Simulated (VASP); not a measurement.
The system is W.

```
W
1.0
    -1.58234    1.58234    1.58234
     1.58234   -1.58234    1.58234
     1.58234    1.58234   -1.58234
W
1
Cartesian
  0.0000 0.0000 0.0000
```

* Program: VASP 6.6.1
* Task: relaxation of cell and atoms
* Functional: BLYP
* Potentials or basis: VASP PAW PBE potentials, release 64 (W_sv)
* Cutoff: 600 eV
* k mesh: 12 × 12 × 12
* Occupations: fermi-dirac, width 0.05 eV
* Spin: no spin polarisation

At the start: pressure 17.4 GPa; volume 15.85 Å³/atom.

Task: Where does the relaxation end?

Result: Over 4 steps the energy falls by 47.9 meV/atom and the volume is 16.78 Å³/atom (+5.9 %); space group Im-3m (No. 229, to 0.05 Å).

The path:
| step | energy change (eV) | largest force (eV/Å) | pressure (GPa) | volume (Å³) |
| --- | --- | --- | --- | --- |
| 1 | 0.0000 | 0.0000 | 17.42 | 15.85 |
| 2 | 0.3657 | 0.0000 | -33.47 | 20.14 |
| 3 | -0.0476 | 0.0000 | -1.20 | 16.85 |
| 4 | -0.0479 | 0.0000 | -0.11 | 16.78 |

Final structure:
```yaml
crystal:
  lattice:
    - [-1.61275, 1.61275, 1.61275]
    - [1.61275, -1.61275, 1.61275]
    - [1.61275, 1.61275, -1.61275]
  atoms:
    - { symbol: W, position: [0.00000, 0.00000, 0.00000] }
```

Caveat: the PAW data sets were made with another functional, which shifts forces and pressure a little.
